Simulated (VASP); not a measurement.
# Si3N4 (Pm-3m) in VASP: notebook, part 2 of 2

VASP 6.6.1. Earlier steps stand in the parts before.

**3. Single point, PBE**

This run uses another cell than the first one, of 10.03 Å³/atom, 1.256 times its volume.

INCAR

```
PREC = Accurate ; ENCUT = 520
EDIFF = 1E-6 ; ISMEAR = 0
SIGMA = 0.1 ; LREAL = F
LASPH = T ; NELM = 100
ALGO = Normal ; ISIF = 2
LWAVE = F ; LCHARG = F
GGA = PE ; NBANDS = 25
```

KPOINTS

```
Automatic mesh
0
Gamma
  4 4 4
```

POSCAR

```
Si3N4
1.0
    4.1253208800      0.0000000000      0.0000000000
    0.0000000000      4.1253208800      0.0000000000
    0.0000000000      0.0000000000      4.1253208800
Si N
3 4
Direct
    0.5000000000      0.5000000000      0.0000000000
    0.0000000000      0.5000000000      0.5000000000
    0.5000000000      0.0000000000      0.5000000000
    0.5000000000      0.5000000000      0.5000000000
    0.5000000000      0.0000000000      0.0000000000
    0.0000000000      0.5000000000      0.0000000000
    0.0000000000      0.0000000000      0.5000000000
```

Potentials or basis: VASP PAW PBE potentials, release 64 (Si, N).

The run is started by

```bash
$ cat potpaw_PBE.64/Si/POTCAR potpaw_PBE.64/N/POTCAR > POTCAR
$ mpirun -np 1 vasp_std > vasp.out
```

OUTCAR:

```text
PREC = Accurate
   ENCUT = 520
   EDIFF = 1E-6
   ISMEAR = 0
   LREAL = F
   LASPH = T
   NELM = 100
   ISIF = 2
   GGA = PE

 ion  position               nearest neighbor table
   1  0.500  0.500  0.000-   4 2.06   5 2.06   6 2.06   4 2.06   5 2.06   6 2.06   3 2.92   3 2.92
                             3 2.92   2 2.92   3 2.92   2 2.92   2 2.92   2 2.92
   2  0.000  0.500  0.500-   4 2.06   6 2.06   7 2.06   6 2.06   7 2.06   4 2.06   3 2.92   3 2.92
                             1 2.92   1 2.92   3 2.92   1 2.92   1 2.92   3 2.92
   3  0.500  0.000  0.500-   4 2.06   5 2.06   7 2.06   5 2.06   4 2.06   7 2.06   2 2.92   1 2.92
                             2 2.92   1 2.92   1 2.92   2 2.92   1 2.92   2 2.92
   4  0.500  0.500  0.500-   1 2.06   2 2.06   3 2.06   1 2.06   3 2.06   2 2.06
   5  0.500  0.000  0.000-   1 2.06   3 2.06   3 2.06   1 2.06
   6  0.000  0.500  0.000-   1 2.06   2 2.06   2 2.06   1 2.06
   7  0.000  0.000  0.500-   2 2.06   3 2.06   2 2.06   3 2.06

  LATTYP: Found a simple cubic cell.
 ALAT       =     4.1253208800

  Lattice vectors:

 A1 = (   4.1253208800,   0.0000000000,   0.0000000000)
 A2 = (   0.0000000000,   4.1253208800,   0.0000000000)
 A3 = (   0.0000000000,   0.0000000000,   4.1253208800)

Analysis of symmetry for initial positions (statically):
=====================================================================
 Subroutine PRICEL returns:
 Original cell was already a primitive cell.

 Routine SETGRP: Setting up the symmetry group for a
 simple cubic supercell.

 Subroutine GETGRP returns: Found 48 space group operations
 (whereof 48 operations were pure point group operations)
 out of a pool of 48 trial point group operations.

The static configuration has the point symmetry O_h .

Analysis of symmetry for dynamics (positions and initial velocities):
=====================================================================
 Subroutine PRICEL returns:
 Original cell was already a primitive cell.

 Routine SETGRP: Setting up the symmetry group for a
 simple cubic supercell.

 Subroutine GETGRP returns: Found 48 space group operations
 (whereof 48 operations were pure point group operations)
 out of a pool of 48 trial point group operations.

The dynamic configuration has the point symmetry O_h .

 Subroutine INISYM returns: Found 48 space group operations
 (whereof 48 operations are pure point group operations),
 and found     1 'primitive' translations

----------------------------------------------------------------------------------------

                                     Primitive cell

  volume of cell :      70.2058

  direct lattice vectors                    reciprocal lattice vectors
     4.125320880  0.000000000  0.000000000     0.242405386  0.000000000  0.000000000
     0.000000000  4.125320880  0.000000000     0.000000000  0.242405386  0.000000000
     0.000000000  0.000000000  4.125320880     0.000000000  0.000000000  0.242405386

  length of vectors
     4.125320880  4.125320880  4.125320880     0.242405386  0.242405386  0.242405386

  position of ions in fractional coordinates (direct lattice)
     0.500000000  0.500000000  0.000000000
     0.000000000  0.500000000  0.500000000
     0.500000000  0.000000000  0.500000000
     0.500000000  0.500000000  0.500000000
     0.500000000  0.000000000  0.000000000
     0.000000000  0.500000000  0.000000000
     0.000000000  0.000000000  0.500000000

  ion indices of the primitive-cell ions
[... 45 lines left out ...]
  0.500000  0.500000  0.250000      6.000000
  0.500000  0.500000  0.500000      1.000000
   k-points           NKPTS =     10   k-points in BZ     NKDIM =     10   number of bands    NBANDS=     25
   number of dos      NEDOS =    301   number of ions     NIONS =      7
   total plane-waves  NPLWV =  32768
   dimension x,y,z NGX =    32 NGY =   32 NGZ =   32
   dimension x,y,z NGXF=    64 NGYF=   64 NGZF=   64
   ions per type =               3   4
   NGX,Y,Z   is equivalent  to a cutoff of  12.90, 12.90, 12.90 a.u.
   NGXF,Y,Z  is equivalent  to a cutoff of  25.79, 25.79, 25.79 a.u.
 SYSTEM =  unknown system
   PREC   = accura    normal or accurate (medium, high low for compatibility)
   ISTART =      0    job   : 0-new  1-cont  2-samecut
   ICHARG =      2    charge: 1-file 2-atom 10-const
   ISPIN  =      1    spin polarized calculation?
   LNONCOLLINEAR =      F non collinear calculations
   LSORBIT =      F    spin-orbit coupling
   LASPH  =      T    aspherical Exc in radial PAW
   ENCUT  =  520.0 eV  38.22 Ry    6.18 a.u.   7.67  7.67  7.67*2*pi/ulx,y,z
   NELM   =    100;   NELMIN=  2; NELMDL= -5     # of ELM steps
   EDIFF  = 0.1E-05   stopping-criterion for ELM
   LREAL  =      F    real-space projection
   EDIFFG = 0.1E-04   stopping-criterion for IOM
   NSW    =      0    number of steps for IOM
   IBRION =     -1    ionic relax: 0-MD 1-quasi-New 2-CG
   NFREE  =      0    steps in history (QN), initial steepest desc. (CG)
   ISIF   =      2    stress and relaxation
   ISYM   =      2    0-nonsym 1-usesym 2-fastsym
   POTIM  = 0.5000    time-step for ionic-motion
   TEBEG  =    0.0;   TEEND  =   0.0 temperature during run
   PSTRESS=    0.0 pullay stress
   NELECT =      32.0000    total number of electrons
   NUPDOWN=      -1.0000    fix difference up-down
   EMIN   =  10.00;   EMAX   =-10.00  energy-range for DOS
   EFERMI =   0.00;   METHOD = LEGACY
   ISMEAR =     0;   SIGMA  =   0.10  broadening in eV -4-tet -1-fermi 0-gaus
   EFERMI_NEDOS =   21; number of points for ismear=-14 and -15
   IALGO  =     38    algorithm
   IMIX   =      4    mixing-type and parameters
     AMIX     =   0.40;   BMIX     =  1.00
     AMIX_MAG =   1.60;   BMIX_MAG =  1.00
  volume/ion in A,a.u.               =      10.03        67.68
  Fermi-wavevector in a.u.,A,eV,Ry     =   1.259893  2.380853 21.596950  1.587331
  Thomas-Fermi vector in A             =   2.393430
   LORBIT       =      0    0 simple, 1 ext, 2 COOP (PROOUT), +10 PAW based schemes
   GGA     = PE    functional components
   LHFCALC =     F    Hartree Fock is set to
   AEXX    =    0.0000 exact exchange contribution
   IVDW    =     0    specifies the selected vdW correction
   LEPSILON=     F    determine dielectric tensor
   LRPA    =     F    only Hartree local field effects (RPA)
 non-spin polarized calculation
 Gauss-broadening in eV      SIGMA  =   0.10
  energy-cutoff  :      520.00
  volume of cell :       70.21
 maximum number of plane-waves:      1924
 NGX is ok and might be reduce to    32
   NGX = 15   NGY = 15   NGZ = 15

 number of electron      31.9999997 magnetization

 Free energy of the ion-electron system (eV)
  ---------------------------------------------------
  ext. energy  EPLUGINS =         0.00000000
  ---------------------------------------------------
  free energy    TOTEN  =       -47.82518727 eV

  energy without entropy =      -47.81650546  energy(sigma->0) =      -47.82084636

 E-fermi :   8.4437     XC(G=0): -11.5429

 val. band max:        8.4238351862   @ k =   0.2500   0.0000   0.0000
 cond. band min:       8.4588753117   @ k =   0.0000   0.0000   0.0000
 fundamental gap:      0.0350401255
 Fermi energy:         8.4437236641

 k-point     1 :       0.0000    0.0000    0.0000
  band No.  band energies     occupation
      1     -10.7282      2.00000
      2      -6.2871      2.00000
      3      -5.4178      2.00000
      4      -5.4178      2.00000
      5      -0.6967      2.00000
      6      -0.6967      2.00000
[... 269 lines left out ...]
     24      14.0791      0.00000
     25      14.0791      0.00000

------------------------ aborting loop because EDIFF is reached ----------------------------------------

  FORCE on cell =-STRESS in cart. coord.  units (eV):
  Direction    XX          YY          ZZ          XY          YZ          ZX
  --------------------------------------------------------------------------------------
  -------------------------------------------------------------------------------------
  Total      -15.3521505    -15.3521505    -15.3521505     -0.0000000      0.0000000      0.0000000
  in kB     -350.3536095   -350.3536095   -350.3536095     -0.0000000      0.0000000      0.0000000
  external PRESSURE =    -350.3536095 kB  Pullay stress =       0.0000000 kB

 VOLUME and BASIS-vectors are now :
 -----------------------------------------------------------------------------
  energy-cutoff  :      520.00
  volume of cell :       70.21
      direct lattice vectors                 reciprocal lattice vectors
     4.125320880  0.000000000  0.000000000     0.242405386  0.000000000  0.000000000
     0.000000000  4.125320880  0.000000000     0.000000000  0.242405386  0.000000000
     0.000000000  0.000000000  4.125320880     0.000000000  0.000000000  0.242405386

 POSITION                                       TOTAL-FORCE (eV/Angst)
 -----------------------------------------------------------------------------------
      2.06266      2.06266      0.00000         0.000000      0.000000      0.000000
      0.00000      2.06266      2.06266         0.000000      0.000000      0.000000
      2.06266      0.00000      2.06266         0.000000      0.000000      0.000000
      2.06266      2.06266      2.06266         0.000000      0.000000      0.000000
      2.06266      0.00000      0.00000         0.000000      0.000000      0.000000
      0.00000      2.06266      0.00000         0.000000      0.000000      0.000000
      0.00000      0.00000      2.06266         0.000000      0.000000      0.000000
 -----------------------------------------------------------------------------------
    total drift:                                0.000000      0.000000      0.000000

  FREE ENERGIE OF THE ION-ELECTRON SYSTEM (eV)
  ---------------------------------------------------
  free  energy   TOTEN  =       -47.8251872688 eV

  energy  without entropy=      -47.8165054590  energy(sigma->0) =      -47.82084636
```

Wall time 7 s (1 thread of Intel Xeon 6975P-C (Granite Rapids), shared host); peak memory 0.16 GiB.

What came out:

| Property | Result |
| --- | --- |
| Free energy | -47.8252 eV |
| Pressure | -35.0 GPa |
| Band gap on the k mesh | zero (band 16 reaches 8.90 eV, above the bottom of band 17 at 8.08 eV) |

Caveat: the k points lie up to 0.38 Å⁻¹ apart.

**4. Relaxation of cell and atoms, PBE**

This run uses another cell than the first one, of 10.03 Å³/atom, 1.256 times its volume.

INCAR

```
SYSTEM = Si3N4
PREC = Accurate ; ENCUT = 600
EDIFF = 1E-6 ; ISMEAR = 0
SIGMA = 0.1 ; LREAL = .FALSE.
LASPH = .TRUE. ; NELM = 60
ALGO = Normal ; ISIF = 3
LWAVE = .FALSE. ; LCHARG = .FALSE.
GGA = PE ; IBRION = 2
NSW = 90 ; EDIFFG = -0.04
```

KPOINTS

```
regular mesh
0
G
  4 4 4
  0 0 0
```

POSCAR is that of step 3.

The run is started by

```bash
$ cat potpaw_PBE.64/Si/POTCAR potpaw_PBE.64/N/POTCAR > POTCAR
$ mpirun -np 1 vasp_std > vasp.out
```

Run time: 24 s. Hardware: 1 thread of Intel Xeon 6975P-C (Granite Rapids), shared host; peak memory 0.21 GiB.

The run converged. Its results:

```yaml
Free_energy: -49.7773 eV
Relaxed_volume: 7.98 Å³/atom
Relaxed_cell: a = 3.823 Å, b = 3.823 Å, c = 3.823 Å, α = 90.00°, β = 90.00°, γ = 90.00°
Space_group_after_relaxing_to_0.05_Å: Pm-3m (No. 221)
Energy_gained_by_relaxing: 277.8 meV/atom
Ionic_steps: 4
Pressure_after_relaxing: 0.0 GPa
Band_gap_on_the_k_mesh: zero (band 16 reaches 12.32 eV, above the bottom of band 17 at 11.73 eV)
```

Step by step:
```
step  energy change (eV)  largest force (eV/Å)  pressure (GPa)  volume (Å³)
   1              0.0000                0.0000          -35.21        70.21
   2             -1.2973                0.0000           39.74        50.11
   3             -1.9433                0.0000           -1.24        56.15
   4             -1.9443                0.0000           -0.02        55.89
```

Final structure:
```
Si N
1.0
     3.82328    0.00000    0.00000
     0.00000    3.82328    0.00000
     0.00000    0.00000    3.82328
Si N
3 4
Direct
  0.50000 0.50000 0.00000
  0.00000 0.50000 0.50000
  0.50000 0.00000 0.50000
  0.50000 0.50000 0.50000
  0.50000 0.00000 0.00000
  0.00000 0.50000 0.00000
  0.00000 0.00000 0.50000
```

Levels at points of the mesh, in eV from the Fermi level:
```csv
k point,band 14,band 15,band 16,band 17,band 18,band 19
"(0.00, 0.00, 0.00)",-1.53,-1.53,-0.54,-0.54,-0.54,2.27
"(0.50, 0.00, 0.00)",-2.75,-1.55,-1.55,3.11,3.20,3.54
"(0.50, 0.50, 0.00)",-3.74,-3.09,-0.23,3.31,5.19,5.19
"(0.50, 0.50, 0.50)",-3.53,0.06,0.06,2.81,4.24,4.24
```

Caveat: the k points lie up to 0.41 Å⁻¹ apart in the final cell; the volume moved by over 15 % at a fixed basis, so the end points are rough.

**5. The runs side by side**

```tsv
task	cell	cutoff (eV)	gap on the mesh (eV)	pressure (GPa)
single point	a = 3.824 Å, 7 atoms	520	none	0.0
single point	a = 4.125 Å, 7 atoms	520	none	-35.0
relaxation of cell and atoms	relaxed from a = 4.125 Å, 7 atoms	600	none	0.0
```

Alike in all rows: level PBE; potentials or basis VASP PAW PBE potentials, release 64 (Si, N); no spin polarisation; k mesh 4 × 4 × 4; smearing gaussian 0.1 eV.

Caveats: all runs use coarse meshes; the volume moved by over 15 % at a fixed basis, so the end points are rough (some runs).

Absolute energies hang on the potentials; compare differences alone.
